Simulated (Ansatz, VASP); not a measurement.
# MgO2: VASP beside Ansatz

```
CELL_PARAMETERS angstrom
1.58069 0.91261 3.38916
-1.58069 0.91261 3.38916
0.00000 -1.82522 3.38916
ATOMIC_POSITIONS crystal
Mg 0.00000 0.00000 0.00000
O 0.42879 0.42879 0.42879
O 0.57121 0.57121 0.57121
```

Change from the starting cell: strain -0.015 along x and y, -0.030 along z, atoms carried along.

Alike in both runs: task single point; functional PBEsol; k mesh 12 × 12 × 12; occupations gaussian, width 0.05 eV; no spin polarisation.

|  | VASP | Ansatz |
| --- | --- | --- |
| version | VASP 6.6.1 | Ansatz 0.2.0 |
| potentials or method | VASP PAW PBE potentials, release 64 (Mg, O), cutoff 520 eV | scalar-relativistic, plane waves, PAW |
| valence electrons in the cell | 14 | 22 |

|  | VASP | Ansatz | Ansatz less VASP |
| --- | --- | --- | --- |
| gap on the k mesh at the Fermi level (eV) | 2.82 | 2.85 | +0.031 |
| least direct gap on the mesh (eV) | 2.82 | 2.85 | +0.031 |
| pressure (GPa) | 4.4 | 4.5 | +0.03 |
| traceless stress, the component that is largest in VASP (GPa) | 7.25 | 5.89 | -1.368 |
| rms of the force components (eV/Å) | 0.292 | 0.185 | -0.1076 |

VASP's potentials were made for PBE, not for PBEsol. Atom by atom the forces differ by 0.108 eV/Å (rms over components). VASP's potentials hold 14 valence electrons a cell and Ansatz's 22, so a difference there can come from the potentials and not from the codes.
